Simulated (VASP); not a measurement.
# ScIr2 (Fd-3m) in VASP: further runs

Runs on ScIr2. Level: LDA. Tasks: single point.

Everything below comes from runs of VASP 6.6.1. Logs are shortened: lines on timing, memory, paths and dates and some standing lists are left out, and cuts for length are marked.

### 1 The cell of the first run

It takes space group Fd-3m (No. 227, cubic). The conventional cell has a = 7.282 Å, b = 7.282 Å, c = 7.282 Å, α = 90.00°, β = 90.00°, γ = 90.00°. Within 4.0 Å of Sc (site symmetry -43m) lie 12 Ir at 3.02 Å and 4 Sc at 3.15 Å. Within 3.4 Å of Ir (site symmetry -3m) lie 6 Ir at 2.57 Å and 6 Sc at 3.02 Å.

### 2 Single point, LDA

INCAR reads:

```
PREC     = Accurate       # precision mode
ENCUT    = 560            # plane-wave cutoff, eV
EDIFF    = 1E-6           # SCF threshold, eV
ISMEAR   = 0              # smearing method
SIGMA    = 0.1            # smearing width, eV
LREAL    = False          # projectors in reciprocal space
LASPH    = True           # aspherical terms in the spheres
NELM     = 120            # most SCF steps
ALGO     = Normal         # electronic algorithm
ISIF     = 2              # what is computed and relaxed
LWAVE    = False          # write WAVECAR
LCHARG   = False          # write CHGCAR
NBANDS   = 54             # bands
GGA_COMPAT= False
```

KPOINTS reads:

```
Automatic mesh
0
Gamma
  6 6 6
```

POSCAR reads:

```
ScIr2
1.0
    0.0000000000      3.6410475523      3.6410475523
    3.6410475523      0.0000000000      3.6410475523
    3.6410475523      3.6410475523      0.0000000000
Sc Ir
2 4
Direct
    0.0000000000      0.0000000000      0.0000000000
    0.2500000000      0.2500000000      0.2500000000
    0.6250000000      0.6250000000      0.6250000000
    0.1250000000      0.6250000000      0.6250000000
    0.6250000000      0.6250000000      0.1250000000
    0.6250000000      0.1250000000      0.6250000000
```

Potentials or basis: VASP PAW LDA potentials, release 64 (Sc_sv, Ir_sv_GW).

The run is started by

```bash
> cat potpaw_LDA.64/Sc_sv/POTCAR potpaw_LDA.64/Ir_sv_GW/POTCAR > POTCAR
> mpirun -np 1 vasp_std > vasp.out
```

OUTCAR:

```text
PREC = Accurate
   ENCUT = 560
   EDIFF = 1E-6
   ISMEAR = 0
   LREAL = False
   LASPH = True
   NELM = 120
   ISIF = 2

 ion  position               nearest neighbor table
   1  0.000  0.000  0.000-   4 3.02   5 3.02   6 3.02   3 3.02   4 3.02   5 3.02   3 3.02   4 3.02
                             6 3.02   3 3.02   5 3.02   6 3.02   2 3.15   2 3.15   2 3.15   2 3.15
   2  0.250  0.250  0.250-   4 3.02   5 3.02   6 3.02   3 3.02   4 3.02   6 3.02   3 3.02   4 3.02
                             5 3.02   3 3.02   5 3.02   6 3.02   1 3.15   1 3.15   1 3.15   1 3.15
   3  0.625  0.625  0.625-   4 2.57   5 2.57   6 2.57   5 2.57   6 2.57   4 2.57   1 3.02   2 3.02
                             1 3.02   2 3.02   1 3.02   2 3.02
   4  0.125  0.625  0.625-   3 2.57   5 2.57   6 2.57   3 2.57   5 2.57   6 2.57   1 3.02   2 3.02
                             2 3.02   1 3.02   2 3.02   1 3.02
   5  0.625  0.625  0.125-   3 2.57   3 2.57   4 2.57   6 2.57   6 2.57   4 2.57   1 3.02   2 3.02
                             1 3.02   2 3.02   1 3.02   2 3.02
   6  0.625  0.125  0.625-   3 2.57   5 2.57   3 2.57   4 2.57   5 2.57   4 2.57   1 3.02   2 3.02
                             1 3.02   2 3.02   1 3.02   2 3.02

  LATTYP: Found a face centered cubic cell.
 ALAT       =     7.2820951046

  Lattice vectors:

 A1 = (   0.0000000000,   3.6410475523,   3.6410475523)
 A2 = (   3.6410475523,   0.0000000000,   3.6410475523)
 A3 = (   3.6410475523,   3.6410475523,   0.0000000000)

Analysis of symmetry for initial positions (statically):
=====================================================================
 Subroutine PRICEL returns:
 Original cell was already a primitive cell.

 Routine SETGRP: Setting up the symmetry group for a
 face centered cubic supercell.

 Subroutine GETGRP returns: Found 48 space group operations
 (whereof 24 operations were pure point group operations)
 out of a pool of 48 trial point group operations.

The static configuration has the point symmetry T_d .
 The point group associated with its full space group is O_h .

Analysis of symmetry for dynamics (positions and initial velocities):
=====================================================================
 Subroutine PRICEL returns:
 Original cell was already a primitive cell.

 Routine SETGRP: Setting up the symmetry group for a
 face centered cubic supercell.

 Subroutine GETGRP returns: Found 48 space group operations
 (whereof 24 operations were pure point group operations)
 out of a pool of 48 trial point group operations.

The dynamic configuration has the point symmetry T_d .
 The point group associated with its full space group is O_h .

 Subroutine INISYM returns: Found 48 space group operations
 (whereof 24 operations are pure point group operations),
 and found     1 'primitive' translations

----------------------------------------------------------------------------------------

                                     Primitive cell

  volume of cell :      96.5404

  direct lattice vectors                    reciprocal lattice vectors
     0.000000000  3.641047552  3.641047552    -0.137323117  0.137323117  0.137323117
     3.641047552  0.000000000  3.641047552     0.137323117 -0.137323117  0.137323117
     3.641047552  3.641047552  0.000000000     0.137323117  0.137323117 -0.137323117

  length of vectors
     5.149218830  5.149218830  5.149218830     0.237850616  0.237850616  0.237850616

  position of ions in fractional coordinates (direct lattice)
     0.000000000  0.000000000  0.000000000
     0.250000000  0.250000000  0.250000000
     0.625000000  0.625000000  0.625000000
     0.125000000  0.625000000  0.625000000
     0.625000000  0.625000000  0.125000000
     0.625000000  0.125000000  0.625000000

  ion indices of the primitive-cell ions
   primitive index   ion index
                 1           1
                 2           2
                 3           3
                 4           4
                 5           5
                 6           6

----------------------------------------------------------------------------------------

 KPOINTS: Automatic mesh

Automatic generation of k-mesh.
 Grid dimensions read from file:
 generate k-points for:    6    6    6

 Generating k-lattice:

  Cartesian coordinates                     Fractional coordinates (reciprocal lattice)
    -0.022887186  0.022887186  0.022887186     0.166666667  0.000000000  0.000000000
     0.022887186 -0.022887186  0.022887186     0.000000000  0.166666667  0.000000000
     0.022887186  0.022887186 -0.022887186     0.000000000  0.000000000  0.166666667

  Length of vectors
     0.039641769  0.039641769  0.039641769

  Shift w.r.t. Gamma in fractional coordinates (k-lattice)
     0.000000000  0.000000000  0.000000000

 Subroutine IBZKPT returns following result:
 ===========================================

 Found     16 irreducible k-points:

 Following reciprocal coordinates:
            Coordinates               Weight
  0.000000  0.000000  0.000000      1.000000
  0.166667  0.000000  0.000000      8.000000
  0.333333  0.000000  0.000000      8.000000
  0.500000  0.000000  0.000000      4.000000
  0.166667  0.166667  0.000000      6.000000
  0.333333  0.166667  0.000000     24.000000
[... 8 lines left out ...]
 -0.333333  0.333333  0.166667     24.000000
 -0.333333  0.500000  0.166667     12.000000
   k-points           NKPTS =     16   k-points in BZ     NKDIM =     16   number of bands    NBANDS=     54
   number of dos      NEDOS =    301   number of ions     NIONS =      6
   total plane-waves  NPLWV =  64000
   dimension x,y,z NGX =    40 NGY =   40 NGZ =   40
   dimension x,y,z NGXF=    80 NGYF=   80 NGZF=   80
   ions per type =               2   4
   NGX,Y,Z   is equivalent  to a cutoff of  12.91, 12.91, 12.91 a.u.
   NGXF,Y,Z  is equivalent  to a cutoff of  25.83, 25.83, 25.83 a.u.
 SYSTEM =  unknown system
   PREC   = accura    normal or accurate (medium, high low for compatibility)
   ISTART =      0    job   : 0-new  1-cont  2-samecut
   ICHARG =      2    charge: 1-file 2-atom 10-const
   ISPIN  =      1    spin polarized calculation?
   LNONCOLLINEAR =      F non collinear calculations
   LSORBIT =      F    spin-orbit coupling
   LASPH  =      T    aspherical Exc in radial PAW
   ENCUT  =  560.0 eV  41.16 Ry    6.42 a.u.   9.94  9.94  9.94*2*pi/ulx,y,z
   NELM   =    120;   NELMIN=  2; NELMDL= -5     # of ELM steps
   EDIFF  = 0.1E-05   stopping-criterion for ELM
   LREAL  =      F    real-space projection
   EDIFFG = 0.1E-04   stopping-criterion for IOM
   NSW    =      0    number of steps for IOM
   IBRION =     -1    ionic relax: 0-MD 1-quasi-New 2-CG
   NFREE  =      0    steps in history (QN), initial steepest desc. (CG)
   ISIF   =      2    stress and relaxation
   ISYM   =      2    0-nonsym 1-usesym 2-fastsym
   POTIM  = 0.5000    time-step for ionic-motion
   TEBEG  =    0.0;   TEEND  =   0.0 temperature during run
   PSTRESS=    0.0 pullay stress
   NELECT =      90.0000    total number of electrons
   NUPDOWN=      -1.0000    fix difference up-down
   EMIN   =  10.00;   EMAX   =-10.00  energy-range for DOS
   EFERMI =   0.00;   METHOD = LEGACY
   ISMEAR =     0;   SIGMA  =   0.10  broadening in eV -4-tet -1-fermi 0-gaus
   EFERMI_NEDOS =   21; number of points for ismear=-14 and -15
   IALGO  =     38    algorithm
   IMIX   =      4    mixing-type and parameters
     AMIX     =   0.40;   BMIX     =  1.00
     AMIX_MAG =   1.60;   BMIX_MAG =  1.00
  volume/ion in A,a.u.               =      16.09       108.58
  Fermi-wavevector in a.u.,A,eV,Ry     =   1.599261  3.022165 34.798742  2.557635
  Thomas-Fermi vector in A             =   2.696582
   LORBIT       =      0    0 simple, 1 ext, 2 COOP (PROOUT), +10 PAW based schemes
   GGA     = CA    functional components
   LHFCALC =     F    Hartree Fock is set to
   AEXX    =    0.0000 exact exchange contribution
   IVDW    =     0    specifies the selected vdW correction
   LEPSILON=     F    determine dielectric tensor
   LRPA    =     F    only Hartree local field effects (RPA)
 non-spin polarized calculation
 Gauss-broadening in eV      SIGMA  =   0.10
  energy-cutoff  :      560.00
  volume of cell :       96.54
 maximum number of plane-waves:      2915
   NGX = 19   NGY = 19   NGZ = 19

 number of electron      89.9999994 magnetization

 Free energy of the ion-electron system (eV)
  ---------------------------------------------------
  ext. energy  EPLUGINS =         0.00000000
  ---------------------------------------------------
  free energy    TOTEN  =       -61.47140764 eV

  energy without entropy =      -61.44493508  energy(sigma->0) =      -61.45817136

 E-fermi :   9.2085     XC(G=0): -13.2330

 val. band max:        9.2036009322   @ k =  -0.1667   0.1667   0.0000
 cond. band min:       9.2661130383   @ k =   0.3333   0.3333   0.0000
 fundamental gap:      0.0625121061
 Fermi energy:         9.2084950796

 k-point     1 :       0.0000    0.0000    0.0000
  band No.  band energies     occupation
      1     -82.7102      2.00000
      2     -82.6178      2.00000
      3     -82.6178      2.00000
      4     -82.6178      2.00000
      5     -40.6926      2.00000
      6     -40.0320      2.00000
[... 46 lines left out ...]
     53      11.9088      0.00000
     54      11.9088      0.00000

 k-point     2 :       0.1667    0.0000    0.0000
  band No.  band energies     occupation
      1     -82.7056      2.00000
      2     -82.6223      2.00000
      3     -82.6179      2.00000
      4     -82.6179      2.00000
      5     -40.6458      2.00000
      6     -40.0289      2.00000
[... 46 lines left out ...]
     53      11.9086      0.00000
     54      12.0359      0.00000
[... 739 lines left out ...]
     53      11.7839      0.00000
     54      12.0768      0.00000

 k-point    16 :      -0.3333    0.5000    0.1667
  band No.  band energies     occupation
      1     -82.6641      2.00000
      2     -82.6641      2.00000
      3     -82.6180      2.00000
      4     -82.6180      2.00000
      5     -40.2421      2.00000
      6     -40.2421      2.00000
[... 46 lines left out ...]
     53      12.1624      0.00000
     54      12.2016      0.00000

------------------------ aborting loop because EDIFF is reached ----------------------------------------

  FORCE on cell =-STRESS in cart. coord.  units (eV):
  Direction    XX          YY          ZZ          XY          YZ          ZX
  --------------------------------------------------------------------------------------
  -------------------------------------------------------------------------------------
  Total       -0.4472196     -0.4472196     -0.4472196      0.0000000     -0.0000000     -0.0000000
  in kB       -7.4220246     -7.4220246     -7.4220246      0.0000000     -0.0000000     -0.0000000
  external PRESSURE =      -7.4220246 kB  Pullay stress =       0.0000000 kB

 VOLUME and BASIS-vectors are now :
 -----------------------------------------------------------------------------
  energy-cutoff  :      560.00
  volume of cell :       96.54
      direct lattice vectors                 reciprocal lattice vectors
     0.000000000  3.641047552  3.641047552    -0.137323117  0.137323117  0.137323117
     3.641047552  0.000000000  3.641047552     0.137323117 -0.137323117  0.137323117
     3.641047552  3.641047552  0.000000000     0.137323117  0.137323117 -0.137323117

 POSITION                                       TOTAL-FORCE (eV/Angst)
 -----------------------------------------------------------------------------------
      0.00000      0.00000      0.00000         0.000000      0.000000      0.000000
      1.82052      1.82052      1.82052        -0.000000     -0.000000     -0.000000
      4.55131      4.55131      4.55131        -0.000000     -0.000000     -0.000000
      4.55131      2.73079      2.73079        -0.000000      0.000000      0.000000
      2.73079      2.73079      4.55131        -0.000000      0.000000      0.000000
      2.73079      4.55131      2.73079        -0.000000      0.000000     -0.000000
 -----------------------------------------------------------------------------------
    total drift:                                0.000000      0.000000      0.000000

  FREE ENERGIE OF THE ION-ELECTRON SYSTEM (eV)
  ---------------------------------------------------
  free  energy   TOTEN  =       -61.4714076421 eV

  energy  without entropy=      -61.4449350843  energy(sigma->0) =      -61.45817136
```

It took 2.1 min on 1 thread of Intel Xeon Platinum 8488C (Sapphire Rapids), shared host; peak memory 0.25 GiB.

What came out:

```yaml
Free_energy: -61.4714 eV
Pressure: -0.7 GPa
Band_gap_on_the_k_mesh: zero (bands 45 and 46 overlap by 0.64 eV)
```

Levels at points of the mesh, in eV from the Fermi level:
| k point | band 43 | band 44 | band 45 | band 46 | band 47 | band 48 |
| --- | --- | --- | --- | --- | --- | --- |
| (0.00, 0.00, 0.00) | -0.60 | -0.60 | -0.28 | -0.28 | -0.28 | 1.45 |
| (0.50, 0.00, 0.00) | -0.76 | -0.29 | -0.29 | 0.83 | 0.83 | 1.03 |
| (0.50, 0.50, 0.00) | -0.71 | -0.71 | -0.56 | -0.56 | 0.45 | 0.45 |

Caveat: spin-orbit coupling is left out, which moves the levels of the heavy elements.

### 3 Single point, LDA

This run uses another cell than the first one, of 16.97 Å³/atom.

INCAR reads:

```
PREC = Accurate
ENCUT = 560
EDIFF = 1E-6
ISMEAR = 0
SIGMA = 0.1
LREAL = False
LASPH = True
NELM = 120
ALGO = Normal
ISIF = 2
LWAVE = False
LCHARG = False
NBANDS = 54
GGA_COMPAT = False
```

KPOINTS is that of step 2.

Edit POSCAR of step 2 so:

```diff
@@ -2,5 +2,5 @@
 1.0
-    0.0000000000      3.6410475523      3.6410475523
-    3.6410475523      0.0000000000      3.6410475523
-    3.6410475523      3.6410475523      0.0000000000
+    0.0000000000      3.7063717120      3.7063717120
+    3.7063717120      0.0000000000      3.7063717120
+    3.7063717120      3.7063717120      0.0000000000
 Sc Ir
```

Potentials or basis: VASP PAW LDA potentials, release 64 (Sc_sv, Ir_sv_GW).

The run is started by

```bash
> cat potpaw_LDA.64/Sc_sv/POTCAR potpaw_LDA.64/Ir_sv_GW/POTCAR > POTCAR
> mpirun -np 1 vasp_std > vasp.out
```

Run time: 5 min. Hardware: 1 thread of Intel Xeon Platinum 8375C at 2.90GHz (Ice Lake), shared host; peak memory 0.25 GiB.

The run converged. Its results:

```yaml
Free_energy: -61.2776 eV
Pressure: -12.5 GPa
Band_gap_on_the_k_mesh: zero (bands 45 and 46 overlap by 0.60 eV)
```

Levels at points of the mesh, in eV from the Fermi level:
```csv
k point,band 42,band 43,band 44,band 45,band 46,band 47,band 48,band 49
"(0.00, 0.00, 0.00)",-0.59,-0.51,-0.51,-0.25,-0.25,-0.25,1.32,1.93
"(0.50, 0.00, 0.00)",-0.80,-0.71,-0.28,-0.28,0.83,0.83,0.99,0.99
"(0.50, 0.50, 0.00)",-2.55,-0.65,-0.65,-0.53,-0.53,0.43,0.43,1.78
```

Caveat: the cell stands under tension; spin-orbit coupling is left out, which moves the levels of the heavy elements.

[end of part 1 of 2]

The gap in the log of VASP goes by the Fermi energy; the results here count the filled bands.